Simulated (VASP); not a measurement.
Input of a VASP 6.6.1 run:

Contents of INCAR:

```
ALGO = Normal
EDIFF = 1E-7
ENCUT = 520
GGA = PE
ISIF = 2
ISMEAR = 0
IVDW = 12
LASPH = True
LCHARG = True
LELF = True
LREAL = False
LVHAR = True
LWAVE = False
NBANDS = 20
NELM = 100
PREC = Accurate
SIGMA = 0.05
```

The input KPOINTS:

```
k-points
0
Gamma
  9 9 4
```

POSCAR

```
WSe2
1.0
    3.3277852269      0.0000000000      0.0000000000
   -1.6638926134      2.8819465448      0.0000000000
    0.0000000000      0.0000000000      6.8016602252
W Se
1 2
Direct
    0.0000000000      0.0000000000      0.0000000000
    0.3333333333      0.6666666667      0.2167576539
    0.3333333333      0.6666666667      0.7832423461
```

Potentials or basis: VASP PAW PBE potentials, release 64 (W_sv, Se).

The run is started by

```sh
$ cat potpaw_PBE.64/W_sv/POTCAR potpaw_PBE.64/Se/POTCAR > POTCAR
$ mpirun -np 1 vasp_std > vasp.out
```

(1) Predict the band gap on the k mesh.

(2) What does it give for the largest force?

(3) What does it give for the pressure?

(4) What does it give for the dispersion energy per atom?

Answers

(1) zero (band 13 reaches 6.00 eV, above the bottom of band 14 at 5.96 eV).

(2) 4.405 eV/Å.

(3) 17.4 GPa.

(4) -0.433 eV.

Caveat: spin-orbit coupling is left out, which moves the levels of the heavy elements; forces of over 1 eV/Å act on the atoms, so gaps and moduli don't describe the material at rest.
